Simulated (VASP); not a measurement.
Wanted: the native input for a VASP 6.6.1 run.

* Task: electric field gradients
* Functional: PBEsol
* Potentials or basis: VASP PAW PBE potentials, release 64 (Hg, Te)
* Cutoff: 520 eV
* k mesh: 9 × 9 × 9
* Occupations: fermi-dirac, width 0.05 eV
* Spin: no spin polarisation
* Dipole correction: no
* Further INCAR settings: ALGO = Normal; EDIFF = 1e-08; NBANDS = 16

The structure of HgTe lies in POSCAR:

```
HgTe
1.0
   -0.0322350000      3.2073825000      3.2073825000
    3.2073825000     -0.0322350000      3.2073825000
    3.2073825000      3.2073825000     -0.0322350000
Hg Te
1 1
Direct
    0.0000000000      0.0000000000      0.0000000000
    0.7500000000      0.7500000000      0.7500000000
```

This cell differs from its parent crystal: equal xy, yz and zx shear strains of -1 %.

The input as run:

INCAR

```
ALGO = Normal
EDIFF = 1E-8
ENCUT = 520
GGA = PS
ISIF = 2
ISMEAR = -1
LASPH = True
LCHARG = False
LEFG = True
LREAL = False
LWAVE = False
NBANDS = 16
NELM = 80
PREC = Accurate
SIGMA = 0.05
```

KPOINTS

```
k-points
0
Gamma
  9 9 9
```

Potentials or basis: VASP PAW PBE potentials, release 64 (Hg, Te).

Run with:

```bash
$ cat potpaw_PBE.64/Hg/POTCAR potpaw_PBE.64/Te/POTCAR > POTCAR
$ mpirun -np 1 vasp_std > vasp.out
```

Results of the run:

The pressure is 1.5 GPa. The largest force is 0.112 eV/Å. The largest electric field gradient by atom is Hg -28.3; Te -3.2 V/Å².

Caveat: the cell differs from its parent crystal (equal xy, yz and zx shear strains of -1 %); without QUAD_EFG the Cq values of the log hold for a quadrupole moment of 1 mb, not for the nuclei; the PAW data sets were made with another functional, which shifts forces and pressure a little.

Run time: 40 s on 1 thread of Intel(R) Xeon(R) 6975P-C (Granite Rapids), with other jobs on the host, peak memory 0.26 GiB.
